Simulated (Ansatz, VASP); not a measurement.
## Two plane-wave programs on GdN

File INCAR:

```
PREC = Accurate
ENCUT = 600
EDIFF = 1E-6
ISMEAR = 0
SIGMA = 0.1
LREAL = F
LASPH = T
NELM = 200
ALGO = Normal
ISIF = 2
LWAVE = F
LCHARG = T
ISPIN = 2
MAGMOM = 7.61 -0.15
LORBIT = 11
LMAXMIX = 6
LDAU = T
LDAUTYPE = 2
LDAUL = 3 -1
LDAUU = 4 0
LDAUJ = 0 0
LDAUPRINT = 1
GGA = PE
LELF = T
LVHAR = T
NBANDS = 22
GGA_COMPAT = F
```

Contents of KPOINTS:

```
Automatic mesh
0
Gamma
  14 14 14
```

Contents of POSCAR:

```
GdN
1.0
    0.0000000000      2.4984501980      2.4984501980
    2.4984501980      0.0000000000      2.4984501980
    2.4984501980      2.4984501980      0.0000000000
Gd N
1 1
Direct
    0.0000000000      0.0000000000      0.0000000000
    0.5000000000      0.5000000000      0.5000000000
```

Input for Ansatz:

```yaml
crystal:
  lattice:
    - [0.0, 2.4984501982, 2.4984501982]
    - [2.4984501982, 0.0, 2.4984501982]
    - [2.4984501982, 2.4984501982, 0.0]
  atoms:
    - { symbol: Gd, position: [0.0, 0.0, 0.0], spin: 7.61 }
    - { symbol: "N", position: [0.5, 0.5, 0.5], spin: -0.15 }
basis:
  ecutwfc: 420
kpoints:
  mp_grid: { grid: [14, 14, 14] }
  band_path:
    path:
      - [[0.0, 0.0, 0.0], [0.5, 0.0, 0.5], [0.625, 0.25, 0.625]]
      - [[0.375, 0.375, 0.75], [0.0, 0.0, 0.0], [0.5, 0.5, 0.5], [0.5, 0.25, 0.75], [0.5, 0.0, 0.5]]
    npoints: 10
hamiltonian:
  xc: pbe
  pseudopotentials: { kind: paw }
  hubbard: { sites: [{ species: Gd, l: f, u_eff: 4.0 }] }
scf:
  occupations: { method: gaussian, width: 0.1 }
  n_extra_bands: 7
output:
  forces: true
  stress: true
  eigenvalues: true
  populations: true
  dos: { projected: false, de: 0.02, nscf_kmesh: { grid: [21, 21, 21] } }
  write_density: true
  write_potential: true
  elf: true
  volumetric_format: npy
magnetization:
  spin_polarized: true
```

Alike in both runs: task single point; functional PBE; k mesh 14 × 14 × 14; occupations gaussian, width 0.1 eV; collinear spin; Hubbard terms Gd f U = 4.0 eV.

```csv
,VASP,Ansatz
version,VASP 6.6.1,Ansatz 0.2.0
potentials or method,"VASP PAW PBE potentials, release 64 (Gd, N), cutoff 600 eV","scalar-relativistic, plane waves, PAW"
valence electrons in the cell,23,23
```

```tsv
	VASP	Ansatz	Ansatz less VASP
gap on the k mesh at the Fermi level (eV)	none	none	-
pressure (GPa)	0.2	0.0	-0.16
net moment per atom (μB)	3.50	3.50	0.000
size of the moment on the site where the two differ most (μB)	6.86	6.92	+0.064
```

Site moments also hang on the region over which each program counts them. The programs project onto different local orbitals, so the same U acts differently, and such runs can settle in different states. A gap of «none» marks a metal or a gap that the smearing closes. Ansatz's warnings: filled band counts differ across k points, moment headroom below auto.

Spin-orbit coupling is off throughout.
